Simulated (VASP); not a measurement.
# Ta (P-3m1) in VASP: further runs

The runs below take Ta through single point, relaxation of cell and atoms, with PBE.

Everything below comes from runs of VASP 6.6.1. Logs are shortened: lines on timing, memory, paths and dates and some standing lists are left out, and cuts for length are marked.

## 1. The cell of the first run

Symmetry: P-3m1, No. 164, trigonal system. Conventional cell: a = 4.533 Å, b = 4.533 Å, c = 3.029 Å, α = 90.00°, β = 90.00°, γ = 120.00°. Within 3.6 Å of Ta (site symmetry 3m) lie 14 Ta at 2.71 to 3.51 Å. Ta (site symmetry -3m) has 14 Ta at 2.71 to 3.51 Å within 3.6 Å.

## 2. Single point, PBE

Input file INCAR:

```
ALGO = Normal
EDIFF = 1E-6
ENCUT = 520
GGA = PE
ISIF = 2
ISMEAR = 0
LASPH = True
LCHARG = False
LREAL = False
LWAVE = False
NBANDS = 24
NELM = 100
PREC = Accurate
SIGMA = 0.1
```

Input file KPOINTS:

```
k-points
0
Gamma
  6 6 6
```

Input file POSCAR:

```
Ta
1.0
    4.5326751700      0.0000000000      0.0000000000
   -2.2663375900      3.9254118500      0.0000000000
    0.0000000000      0.0000000000      3.0289321400
Ta
3
Direct
    0.3333333300      0.6666666700      0.2715580700
    0.0000000000      0.0000000000      0.5000000000
    0.6666666700      0.3333333300      0.7284419300
```

Potentials or basis: VASP PAW PBE potentials, release 64 (Ta_pv).

Started as:

```sh
$ cat potpaw_PBE.64/Ta_pv/POTCAR > POTCAR
$ mpirun -np 1 vasp_std > vasp.out
```

OUTCAR:

```text
EDIFF = 1E-6
   ENCUT = 520
   GGA = PE
   ISIF = 2
   ISMEAR = 0
   LASPH = True
   LREAL = False
   NELM = 100
   PREC = Accurate

 ion  position               nearest neighbor table
   1  0.333  0.667  0.272-   2 2.71   2 2.71   2 2.71   3 2.96   3 2.96   3 2.96   3 3.09   3 3.09
                             3 3.09   2 3.51   2 3.51   2 3.51
   2  0.000  0.000  0.500-   1 2.71   3 2.71   3 2.71   1 2.71   3 2.71   1 2.71   1 3.51   3 3.51
                             1 3.51   3 3.51   1 3.51   3 3.51
   3  0.667  0.333  0.728-   2 2.71   2 2.71   2 2.71   1 2.96   1 2.96   1 2.96   1 3.09   1 3.09
                             1 3.09   2 3.51   2 3.51   2 3.51

  LATTYP: Found a hexagonal cell.
 ALAT       =     4.5326751700
 C/A-ratio  =     0.6682438133

  Lattice vectors:

 A1 = (   4.5326751700,   0.0000000000,   0.0000000000)
 A2 = (  -2.2663375900,   3.9254118500,   0.0000000000)
 A3 = (   0.0000000000,   0.0000000000,   3.0289321400)

Analysis of symmetry for initial positions (statically):
=====================================================================
 Subroutine PRICEL returns:
 Original cell was already a primitive cell.

 Routine SETGRP: Setting up the symmetry group for a
 hexagonal supercell.

 Subroutine GETGRP returns: Found 12 space group operations
 (whereof 12 operations were pure point group operations)
 out of a pool of 24 trial point group operations.

The static configuration has the point symmetry D_3d.

Analysis of symmetry for dynamics (positions and initial velocities):
=====================================================================
 Subroutine PRICEL returns:
 Original cell was already a primitive cell.

 Routine SETGRP: Setting up the symmetry group for a
 hexagonal supercell.

 Subroutine GETGRP returns: Found 12 space group operations
 (whereof 12 operations were pure point group operations)
 out of a pool of 24 trial point group operations.

The dynamic configuration has the point symmetry D_3d.

 Subroutine INISYM returns: Found 12 space group operations
 (whereof 12 operations are pure point group operations),
 and found     1 'primitive' translations

----------------------------------------------------------------------------------------

                                     Primitive cell

  volume of cell :      53.8926

  direct lattice vectors                    reciprocal lattice vectors
     4.532675170  0.000000000  0.000000000     0.220620266  0.127375170  0.000000000
    -2.266337590  3.925411850  0.000000000     0.000000000  0.254750339  0.000000000
     0.000000000  0.000000000  3.028932140     0.000000000  0.000000000  0.330149358

  length of vectors
     4.532675170  4.532675177  3.028932140     0.254750340  0.254750339  0.330149358

  position of ions in fractional coordinates (direct lattice)
     0.333333330  0.666666670  0.271558070
     0.000000000  0.000000000  0.500000000
     0.666666670  0.333333330  0.728441930

  ion indices of the primitive-cell ions
   primitive index   ion index
                 1           1
                 2           2
                 3           3

----------------------------------------------------------------------------------------

 KPOINTS: k-points

Automatic generation of k-mesh.
 Grid dimensions read from file:
 generate k-points for:    6    6    6

 Generating k-lattice:

  Cartesian coordinates                     Fractional coordinates (reciprocal lattice)
     0.036770044  0.021229195  0.000000000     0.166666667 -0.000000000  0.000000000
     0.000000000  0.042458390  0.000000000     0.000000000  0.166666667  0.000000000
     0.000000000  0.000000000  0.055024893     0.000000000  0.000000000  0.166666667

  Length of vectors
     0.042458390  0.042458390  0.055024893

  Shift w.r.t. Gamma in fractional coordinates (k-lattice)
     0.000000000  0.000000000  0.000000000

 Subroutine IBZKPT returns following result:
 ===========================================

 Found     34 irreducible k-points:

 Following reciprocal coordinates:
            Coordinates               Weight
  0.000000  0.000000  0.000000      1.000000
  0.166667  0.000000  0.000000      6.000000
  0.333333  0.000000  0.000000      6.000000
  0.500000  0.000000  0.000000      3.000000
  0.166667  0.166667  0.000000      6.000000
  0.333333  0.166667  0.000000     12.000000
[... 16 lines left out ...]
  0.500000  0.000000  0.333333      6.000000
  0.166667  0.166667  0.333333     12.000000
 [... further k-points ...]
   k-points           NKPTS =     34   k-points in BZ     NKDIM =     34   number of bands    NBANDS=     24
   number of dos      NEDOS =    301   number of ions     NIONS =      3
   total plane-waves  NPLWV =  31104
   dimension x,y,z NGX =    36 NGY =   36 NGZ =   24
   dimension x,y,z NGXF=    72 NGYF=   72 NGZF=   48
   ions per type =               3
   NGX,Y,Z   is equivalent  to a cutoff of  13.20, 13.20, 13.17 a.u.
   NGXF,Y,Z  is equivalent  to a cutoff of  26.41, 26.41, 26.35 a.u.
 SYSTEM =  unknown system
   PREC   = accura    normal or accurate (medium, high low for compatibility)
   ISTART =      0    job   : 0-new  1-cont  2-samecut
   ICHARG =      2    charge: 1-file 2-atom 10-const
   ISPIN  =      1    spin polarized calculation?
   LNONCOLLINEAR =      F non collinear calculations
   LSORBIT =      F    spin-orbit coupling
   LASPH  =      T    aspherical Exc in radial PAW
   ENCUT  =  520.0 eV  38.22 Ry    6.18 a.u.   8.43  8.43  5.63*2*pi/ulx,y,z
   NELM   =    100;   NELMIN=  2; NELMDL= -5     # of ELM steps
   EDIFF  = 0.1E-05   stopping-criterion for ELM
   LREAL  =      F    real-space projection
   EDIFFG = 0.1E-04   stopping-criterion for IOM
   NSW    =      0    number of steps for IOM
   IBRION =     -1    ionic relax: 0-MD 1-quasi-New 2-CG
   NFREE  =      0    steps in history (QN), initial steepest desc. (CG)
   ISIF   =      2    stress and relaxation
   ISYM   =      2    0-nonsym 1-usesym 2-fastsym
   POTIM  = 0.5000    time-step for ionic-motion
   TEBEG  =    0.0;   TEEND  =   0.0 temperature during run
   PSTRESS=    0.0 pullay stress
   NELECT =      33.0000    total number of electrons
   NUPDOWN=      -1.0000    fix difference up-down
   EMIN   =  10.00;   EMAX   =-10.00  energy-range for DOS
   EFERMI =   0.00;   METHOD = LEGACY
   ISMEAR =     0;   SIGMA  =   0.10  broadening in eV -4-tet -1-fermi 0-gaus
   EFERMI_NEDOS =   21; number of points for ismear=-14 and -15
   IALGO  =     38    algorithm
   IMIX   =      4    mixing-type and parameters
     AMIX     =   0.40;   BMIX     =  1.00
     AMIX_MAG =   1.60;   BMIX_MAG =  1.00
  volume/ion in A,a.u.               =      17.96       121.23
  Fermi-wavevector in a.u.,A,eV,Ry     =   1.390176  2.627051 26.294462  1.932588
  Thomas-Fermi vector in A             =   2.514136
   LORBIT       =      0    0 simple, 1 ext, 2 COOP (PROOUT), +10 PAW based schemes
   GGA     = PE    functional components
   LHFCALC =     F    Hartree Fock is set to
   AEXX    =    0.0000 exact exchange contribution
   IVDW    =     0    specifies the selected vdW correction
   LEPSILON=     F    determine dielectric tensor
   LRPA    =     F    only Hartree local field effects (RPA)
 non-spin polarized calculation
 Gauss-broadening in eV      SIGMA  =   0.10
  energy-cutoff  :      520.00
  volume of cell :       53.89
 maximum number of plane-waves:      1482
 NGX is ok and might be reduce to    36
   NGX = 17   NGY = 17   NGZ = 11

 number of electron      32.9999996 magnetization

 Free energy of the ion-electron system (eV)
  ---------------------------------------------------
  ext. energy  EPLUGINS =         0.00000000
  ---------------------------------------------------
  free energy    TOTEN  =       -34.71658064 eV

  energy without entropy =      -34.69600378  energy(sigma->0) =      -34.70629221

 E-fermi :   5.6134     XC(G=0): -12.5972

 val. band max:        5.5971600876   @ k =   0.3333   0.1667   0.5000
 cond. band min:       5.6170206095   @ k =   0.5000   0.0000   0.1667
 fundamental gap:      0.0198605219
 Fermi energy:         5.6133763060

 k-point     1 :       0.0000    0.0000    0.0000
  band No.  band energies     occupation
      1     -28.4992      2.00000
      2     -28.4992      2.00000
      3     -28.4146      2.00000
      4     -28.4146      2.00000
      5     -28.0718      2.00000
      6     -27.8303      2.00000
[... 16 lines left out ...]
     23       9.9726      0.00000
     24      10.0821      0.00000

 k-point     2 :       0.1667    0.0000    0.0000
  band No.  band energies     occupation
      1     -28.6869      2.00000
      2     -28.6289      2.00000
      3     -28.2047      2.00000
      4     -28.1908      2.00000
      5     -28.0629      2.00000
      6     -27.8435      2.00000
[... 16 lines left out ...]
     23       9.6752      0.00000
     24      10.4352      0.00000

 k-point     3 :       0.3333    0.0000    0.0000
  band No.  band energies     occupation
      1     -28.8420      2.00000
      2     -28.5936      2.00000
      3     -28.1017      2.00000
      4     -28.0394      2.00000
      5     -27.9953      2.00000
      6     -27.8792      2.00000
[... 16 lines left out ...]
     23       9.6950      0.00000
     24      10.3734      0.00000

 k-point     4 :       0.5000    0.0000    0.0000
  band No.  band energies     occupation
      1     -28.8976      2.00000
      2     -28.3988      2.00000
      3     -28.3251      2.00000
      4     -28.0034      2.00000
      5     -27.9072      2.00000
      6     -27.9043      2.00000
[... 16 lines left out ...]
     23       9.8539      0.00000
     24       9.9280      0.00000

 k-point     5 :       0.1667    0.1667    0.0000
  band No.  band energies     occupation
      1     -28.7434      2.00000
      2     -28.6971      2.00000
      3     -28.0739      2.00000
      4     -28.0692      2.00000
      5     -28.0379      2.00000
      6     -27.8684      2.00000
[... 451 lines left out ...]
 k-point    22 :       0.0000    0.3333    0.3333
  band No.  band energies     occupation
      1     -28.7127      2.00000
      2     -28.6832      2.00000
      3     -28.3785      2.00000
      4     -28.1734      2.00000
      5     -28.0944      2.00000
      6     -28.0072      2.00000
[... 16 lines left out ...]
     23      10.1940      0.00000
     24      10.8687      0.00000

 k-point    23 :       0.5000    0.0000    0.3333
  band No.  band energies     occupation
      1     -28.7335      2.00000
      2     -28.6579      2.00000
      3     -28.4551      2.00000
      4     -28.1577      2.00000
      5     -28.0391      2.00000
      6     -28.0150      2.00000
[... 16 lines left out ...]
     23       9.9820      0.00000
     24      10.6840      0.00000

 k-point    24 :       0.1667    0.1667    0.3333
  band No.  band energies     occupation
      1     -28.7000      2.00000
      2     -28.5783      2.00000
      3     -28.3752      2.00000
      4     -28.2925      2.00000
      5     -28.1589      2.00000
      6     -28.0203      2.00000
[... 16 lines left out ...]
     23      10.1220      0.00000
     24      10.8503      0.00000

 [... further k-points ...]
[... 5 lines left out ...]
  --------------------------------------------------------------------------------------
  -------------------------------------------------------------------------------------
  Total        5.4600583      5.4600583     -1.4042208     -0.0000000      0.0000000      0.0000000
  in kB      162.3224145    162.3224149    -41.7461670     -0.0000002      0.0000000      0.0000000
  external PRESSURE =      94.2995541 kB  Pullay stress =       0.0000000 kB

 VOLUME and BASIS-vectors are now :
 -----------------------------------------------------------------------------
  energy-cutoff  :      520.00
  volume of cell :       53.89
      direct lattice vectors                 reciprocal lattice vectors
     4.532675170  0.000000000  0.000000000     0.220620266  0.127375170  0.000000000
    -2.266337590  3.925411850  0.000000000     0.000000000  0.254750339  0.000000000
     0.000000000  0.000000000  3.028932140     0.000000000  0.000000000  0.330149358

 POSITION                                       TOTAL-FORCE (eV/Angst)
 -----------------------------------------------------------------------------------
     -0.00000      2.61694      0.82253         0.000000      0.000000     -1.799805
      0.00000      0.00000      1.51447        -0.000000      0.000000      0.000000
      2.26634      1.30847      2.20640        -0.000000     -0.000000      1.799805
 -----------------------------------------------------------------------------------
    total drift:                               -0.000000      0.000000      0.000000

  FREE ENERGIE OF THE ION-ELECTRON SYSTEM (eV)
  ---------------------------------------------------
  free  energy   TOTEN  =       -34.7165806389 eV

  energy  without entropy=      -34.6960037848  energy(sigma->0) =      -34.70629221
```

It took 16 s on 1 thread of Intel Xeon 6975P-C (Granite Rapids), shared host; peak memory 0.19 GiB.

Results:

```
Free energy   : -34.7166 eV
Pressure      : 9.4 GPa
Largest force : 1.800 eV/Å
```

Forces on the atoms (eV/Å):
```
Ta   0.000  0.000 -1.800
Ta   0.000  0.000  0.000
Ta   0.000  0.000  1.800
```

Caveat: spin-orbit coupling is left out, which moves the levels of the heavy elements; forces of over 1 eV/Å act on the atoms, so gaps and moduli don't describe the material at rest.

## 3. Relaxation of cell and atoms, PBE

Input file INCAR:

```
ALGO = Fast
EDIFF = 1E-6
EDIFFG = -0.04
ENCUT = 600
GGA = PE
IBRION = 2
ISIF = 3
ISMEAR = 0
LASPH = True
LCHARG = False
LREAL = False
LWAVE = False
NELM = 100
NSW = 90
PREC = Accurate
SIGMA = 0.1
```

KPOINTS is that of step 2.

POSCAR is that of step 2.

Potentials or basis: VASP PAW PBE potentials, release 64 (Ta_pv).

Started as:

```sh
$ cat potpaw_PBE.64/Ta_pv/POTCAR > POTCAR
$ mpirun -np 1 vasp_std > vasp.out
```

It took 2.5 min on 1 thread of Intel Xeon 6975P-C (Granite Rapids), shared host; peak memory 0.2 GiB.

It converged, with:

- Free energy: -35.4059 eV
- Relaxed volume: 18.38 Å³/atom
- Relaxed cell: a = 4.719 Å, b = 4.719 Å, c = 2.859 Å, α = 90.00°, β = 90.00°, γ = 120.00°
- Space group after relaxing (to 0.05 Å): Im-3m (No. 229)
- Energy gained by relaxing: 229.4 meV/atom
- Ionic steps: 14
- Pressure after relaxing: 0.0 GPa
- Largest force after relaxing: 0.037 eV/Å

Forces on the atoms (eV/Å):
```
Ta   0.000  0.000  0.037
Ta   0.000  0.000  0.000
Ta   0.000  0.000 -0.037
```

Stress tensor (GPa, compression positive):
```
-0.13  0.00  0.00
 0.00 -0.13  0.00
 0.00  0.00  0.24
```

The path:
```tsv
step	energy change (eV)	largest force (eV/Å)	pressure (GPa)	volume (Å³)
1	0.0000	1.7994	9.48	53.89
2	-0.0433	0.7307	-18.28	62.38
3	-0.2965	1.1677	-7.11	58.07
4	-0.5386	0.8603	1.39	54.82
5	-0.5422	0.7634	3.63	54.17
6	-0.6083	0.2756	-1.90	55.62
7	-0.6083	0.2700	-1.97	55.64
8	-0.6616	0.1018	1.70	54.58
9	-0.6677	0.0027	4.38	53.89
10	-0.6691	0.0347	3.52	54.10
11	-0.6874	0.0659	-0.23	55.21
12	-0.6880	0.0460	0.41	55.02
13	-0.6880	0.0499	0.33	55.04
14	-0.6883	0.0372	-0.01	55.13
```

Final structure:
```
Ta
1.0
     4.71890    0.00000    0.00000
    -2.35945    4.08669    0.00000
     0.00000    0.00000    2.85884
Ta
3
Direct
  0.33333 0.66667 0.16165
  0.00000 0.00000 0.50000
  0.66667 0.33333 0.83835
```

Levels at points of the mesh, in eV from the Fermi level:
```tsv
k point	band 15	band 16	band 17	band 18	band 19	band 20
(0.00, 0.00, 0.00)	-1.01	-1.01	0.63	0.80	0.80	3.94
(0.50, 0.00, 0.00)	-0.69	-0.57	-0.50	1.46	3.00	3.15
(0.00, 0.00, 0.50)	-1.47	-1.37	-1.37	4.41	4.43	4.46
(0.50, 0.00, 0.50)	-1.46	-0.19	-0.08	1.57	3.13	3.23
```

Caveat: spin-orbit coupling is left out, which moves the levels of the heavy elements.
